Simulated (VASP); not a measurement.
Wanted: the native input for a VASP 6.6.1 run.

```yaml
Task: single point
Functional: PBE
Dispersion: D3(BJ)
Potentials_or_basis: VASP PAW PBE potentials, release 64 (Be, C)
Cutoff: 600 eV
k_mesh: 8 × 8 × 8
Occupations: gaussian, width 0.01 eV
Spin: no spin polarisation
Dipole_correction: no
Further_INCAR_settings: ALGO = Normal; EDIFF = 1e-06; NBANDS = 11
```

The structure of Be2C lies in POSCAR:

```
Be2C
1.0
    0.0000000000      2.1934901093      2.1934901093
    2.1934901093      0.0000000000      2.1934901093
    2.1934901093      2.1934901093      0.0000000000
Be C
2 1
Direct
    0.2500000000      0.2500000000      0.2500000000
    0.7500000000      0.7500000000      0.7500000000
    0.0000000000      0.0000000000      0.0000000000
```

One way to write it, as run:

INCAR

```
ALGO = Normal ; EDIFF = 1E-6
ENCUT = 600 ; GGA = PE
GGA_COMPAT = F ; ISIF = 2
ISMEAR = 0 ; IVDW = 12
LASPH = T ; LCHARG = F
LREAL = F ; LWAVE = F
NBANDS = 11 ; NELM = 120
PREC = Accurate ; SIGMA = 0.01
```

KPOINTS

```
k-points
0
Gamma
  8 8 8
```

Potentials or basis: VASP PAW PBE potentials, release 64 (Be, C).

The run is started by

```console
$ cat potpaw_PBE.64/Be/POTCAR potpaw_PBE.64/C/POTCAR > POTCAR
$ mpirun -np 1 vasp_std > vasp.out
```

Results of the run:

The pressure is -14.3 GPa. The band gap on the k mesh is 1.14 eV, indirect (least direct gap 4.05 eV) and the dispersion energy per atom is -0.300 eV.

Run time: 6.8 s on 1 thread of Intel(R) Xeon(R) Platinum 8559C (Emerald Rapids), on a shared host, peak memory 0.16 GiB.
